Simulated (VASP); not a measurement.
# Li2S (Fm-3m) in VASP: notebook, part 2 of 2

VASP 6.6.1.

### 3 Single point, r2SCAN+rVV10 (volume scaled by 1.02)

The input, POSCAR:

```
Li2S
1.0
    0.0000000000      2.8550866008      2.8550866008
    2.8550866008      0.0000000000      2.8550866008
    2.8550866008      2.8550866008      0.0000000000
Li S
2 1
Direct
    0.2500000000      0.2500000000      0.2500000000
    0.7500000000      0.7500000000      0.7500000000
    0.0000000000      0.0000000000      0.0000000000
```

The input, INCAR.step1:

```
SYSTEM = Li2S
ALGO = Normal
EDIFF = 1E-5
ENCUT = 830
GGA = PE
GGA_COMPAT = .False.
ISMEAR = 0
LASPH = .True.
LCHARG = .False.
LREAL = .False.
LWAVE = .True.
NBANDS = 13
NELM = 120
PREC = Accurate
SIGMA = 0.05
```

The input, INCAR.step2:

```
SYSTEM = Li2S
ALGO = Normal
BPARAM = 11.95
CPARAM = 0.0093
EDIFF = 1E-6
ENCUT = 830
GGA_COMPAT = .False.
ISIF = 2
ISMEAR = 0
ISTART = 1
IVDW_NL = 2
LASPH = .True.
LCHARG = .False.
LMIXTAU = .True.
LREAL = .False.
LUSE_VDW = .True.
LWAVE = .False.
METAGGA = R2SCAN
NBANDS = 13
NELM = 120
PREC = Accurate
SIGMA = 0.05
```

The input, KPOINTS:

```
k-points
0
Gamma
  8 8 8
  0 0 0
```

Potentials or basis: VASP PAW PBE potentials, release 64 (Li_sv, S).

Launch:

```sh
cat potpaw_PBE.64/Li_sv/POTCAR potpaw_PBE.64/S/POTCAR > POTCAR
cp INCAR.step1 INCAR
mpirun -np 1 vasp_std > vasp.out
cp INCAR.step2 INCAR
mpirun -np 1 vasp_std > vasp.out
```

Wall time 2.1 min (1 thread of Intel Xeon 6975P-C (Granite Rapids), shared host); peak memory 0.5 GiB.

Results (log left out):

```
Free energy            : -17.0601 eV
Pressure               : -1.0 GPa
Band gap on the k mesh : 3.79 eV, indirect (least direct gap 4.92 eV)
```

Levels at points of the mesh, in eV from the valence-band top:
| k point | band 3 | band 4 | band 5 | band 6 | band 7 | band 8 | band 9 | band 10 |
| --- | --- | --- | --- | --- | --- | --- | --- | --- |
| (0.00, 0.00, 0.00) | -11.46 | 0.00 | 0.00 | 0.00 | 4.92 | 6.88 | 6.88 | 6.88 |
| (0.50, 0.00, 0.00) | -11.03 | -2.88 | -0.51 | -0.51 | 6.88 | 7.15 | 7.15 | 9.00 |
| (0.50, 0.50, 0.00) | -10.90 | -2.15 | -1.42 | -1.42 | 3.79 | 7.84 | 12.04 | 12.04 |

Caveat: the PAW data sets were made with another functional, which shifts forces and pressure a little. A k mesh can miss the band edges.

### 4 Single point, r2SCAN+rVV10 (volume scaled by 1.04)

The input, POSCAR:

```
Li2S
1.0
    0.0000000000      2.8736266437      2.8736266437
    2.8736266437      0.0000000000      2.8736266437
    2.8736266437      2.8736266437      0.0000000000
Li S
2 1
Direct
    0.2500000000      0.2500000000      0.2500000000
    0.7500000000      0.7500000000      0.7500000000
    0.0000000000      0.0000000000      0.0000000000
```

The input, INCAR.step1:

```
PREC = Accurate
ENCUT = 830
ISMEAR = 0
SIGMA = 0.05
LREAL = F
LASPH = T
NELM = 120
NBANDS = 13
GGA = PE
ALGO = Normal
EDIFF = 1E-5
LWAVE = T
LCHARG = F
GGA_COMPAT = F
```

The input, INCAR.step2:

```
PREC = Accurate
ENCUT = 830
EDIFF = 1E-6
ISMEAR = 0
SIGMA = 0.05
LREAL = F
LASPH = T
NELM = 120
ALGO = Normal
ISIF = 2
LWAVE = F
LCHARG = T
METAGGA = R2SCAN
LMIXTAU = T
LUSE_VDW = T
IVDW_NL = 2
BPARAM = 11.95
CPARAM = 0.0093
LELF = T
LVHAR = T
NBANDS = 13
ISTART = 1
GGA_COMPAT = F
```

The input, KPOINTS:

```
Automatic mesh
0
Gamma
  8 8 8
```

Potentials or basis: VASP PAW PBE potentials, release 64 (Li_sv, S).

Launch:

```sh
cat potpaw_PBE.64/Li_sv/POTCAR potpaw_PBE.64/S/POTCAR > POTCAR
cp INCAR.step1 INCAR
mpirun -np 1 vasp_std > vasp.out
cp INCAR.step2 INCAR
mpirun -np 1 vasp_std > vasp.out
```

OUTCAR:

```text
PREC = Accurate
   ENCUT = 830
   EDIFF = 1E-6
   ISMEAR = 0
   LREAL = F
   LASPH = T
   NELM = 120
   ISIF = 2
   METAGGA = R2SCAN
   IVDW_NL = 2
   BPARAM = 11.95
   ISTART = 1

 ion  position               nearest neighbor table
   1  0.250  0.250  0.250-   3 2.49   3 2.49   3 2.49   3 2.49
   2  0.750  0.750  0.750-   3 2.49   3 2.49   3 2.49   3 2.49
   3  0.000  0.000  0.000-   2 2.49   2 2.49   2 2.49   1 2.49   2 2.49   1 2.49   1 2.49   1 2.49

[... 572 lines left out ...]
      8       8.3139      0.00000
      9      10.0185      0.00000
     10      10.6556      0.00000
     11      12.1075      0.00000
     12      13.4604      0.00000
     13      15.1213      0.00000

 [... further k-points ...]
[... 5 lines left out ...]
  --------------------------------------------------------------------------------------
  -------------------------------------------------------------------------------------
  Total       -0.5337213     -0.5337213     -0.5337213      0.0000000      0.0000000      0.0000000
  in kB      -18.0178983    -18.0178983    -18.0178983      0.0000000      0.0000000      0.0000000
  external PRESSURE =     -18.0178983 kB  Pullay stress =       0.0000000 kB

 VOLUME and BASIS-vectors are now :
 -----------------------------------------------------------------------------
  energy-cutoff  :      830.00
  volume of cell :       47.46
      direct lattice vectors                 reciprocal lattice vectors
     0.000000000  2.873626644  2.873626644    -0.173996160  0.173996160  0.173996160
     2.873626644  0.000000000  2.873626644     0.173996160 -0.173996160  0.173996160
     2.873626644  2.873626644  0.000000000     0.173996160  0.173996160 -0.173996160

 POSITION                                       TOTAL-FORCE (eV/Angst)
 -----------------------------------------------------------------------------------
      1.43681      1.43681      1.43681         0.000000      0.000000      0.000000
      4.31044      4.31044      4.31044        -0.000000     -0.000000     -0.000000
      0.00000      0.00000      0.00000         0.000000      0.000000      0.000000
 -----------------------------------------------------------------------------------
    total drift:                                0.000000     -0.000000      0.000000

  FREE ENERGIE OF THE ION-ELECTRON SYSTEM (eV)
  ---------------------------------------------------
  free  energy   TOTEN  =       -17.0521163646 eV

  energy  without entropy=      -17.0521163646  energy(sigma->0) =      -17.05211636
```

Run time: 1.9 min. Hardware: 1 thread of Intel Xeon 6975P-C (Granite Rapids), shared host; peak memory 0.49 GiB.

Results:

```yaml
Free_energy: -17.0521 eV
Pressure: -1.8 GPa
Band_gap_on_the_k_mesh: 3.80 eV, indirect (least direct gap 4.82 eV)
```

Caveat: the PAW data sets were made with another functional, which shifts forces and pressure a little. A k mesh can miss the band edges.

### 5 The runs side by side

| cell | gap on the mesh (eV) | pressure (GPa) |
| --- | --- | --- |
| a = 4.029 Å, angles 60.0°, 3 atoms | 3.79 | -0.8 |
| a = 4.038 Å, angles 60.0°, 3 atoms | 3.79 | -1.0 |
| a = 4.064 Å, angles 60.0°, 3 atoms | 3.80 | -1.8 |

Alike in all rows: task single point; level r2SCAN+rVV10; potentials or basis VASP PAW PBE potentials, release 64 (Li_sv, S); no spin polarisation; k mesh 8 × 8 × 8; cutoff (eV) 830; smearing gaussian 0.05 eV.

Caveats: the PAW data sets were made with another functional, which shifts forces and pressure a little.

Absolute energies hang on the potentials; compare differences alone.
